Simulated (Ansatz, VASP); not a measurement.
**Os: VASP beside Ansatz**

The input INCAR:

```
SYSTEM = Os
PREC = Accurate ; ENCUT = 600
EDIFF = 1E-6 ; ISMEAR = 0
SIGMA = 0.1 ; LREAL = .False.
LASPH = .True. ; NELM = 80
ALGO = Normal ; ISIF = 3
LWAVE = .False. ; LCHARG = .False.
GGA = PE ; IBRION = 2
NSW = 100 ; EDIFFG = -0.01
```

KPOINTS

```
regular mesh
0
Gamma
  24 24 24
  0 0 0
```

Contents of POSCAR:

```
Os
1.0
    0.0000000000      1.9278824569      1.9278824569
    1.9278824569      0.0000000000      1.9278824569
    1.9278824569      1.9278824569      0.0000000000
Os
1
Direct
    0.0000000000      0.0000000000      0.0000000000
```

Input for Ansatz:

```yaml
crystal:
  lattice:
    - [0.0, 1.9278824569, 1.9278824569]
    - [1.9278824569, 0.0, 1.9278824569]
    - [1.9278824569, 1.9278824569, 0.0]
  atoms:
    - { symbol: Os, position: [0.0, 0.0, 0.0] }
basis:
  ecutwfc: 420
kpoints:
  mp_grid: { grid: [24, 24, 24] }
hamiltonian:
  xc: pbe
scf:
  occupations: { method: gaussian, width: 0.1 }
output:
  forces: true
  stress: true
  eigenvalues: true
relax:
  adjacent_minimum: "off"
  f_tol: 0.01
  max_steps: 80
  cell: { stress_tol: 0.05 }
```

Alike in both runs: task relaxation of cell and atoms; functional PBE; k mesh 24 × 24 × 24; occupations gaussian, width 0.1 eV; no spin polarisation.

```csv
,VASP,Ansatz
version,VASP 6.6.1,Ansatz 0.2.0
potentials or method,"VASP PAW PBE potentials, release 64 (Os), cutoff 600 eV","scalar-relativistic, plane waves, PAW"
valence electrons in the cell,8,16
```

|  | VASP | Ansatz | Ansatz less VASP |
| --- | --- | --- | --- |
| gap on the k mesh at the Fermi level, each at its own relaxed structure (eV) | none | none | - |
| relaxed volume (Å³/atom) | 14.34 | 14.33 | -0.001 |
| relaxed length of the cell vector where the two differ most in proportion (Å) | 2.727 | 2.727 | -0.0001 |

A gap of «none» marks a metal or a gap that the smearing closes. VASP's potentials hold 8 valence electrons a cell and Ansatz's 16, so a difference there can come from the potentials and not from the codes.

Spin-orbit coupling is off throughout.
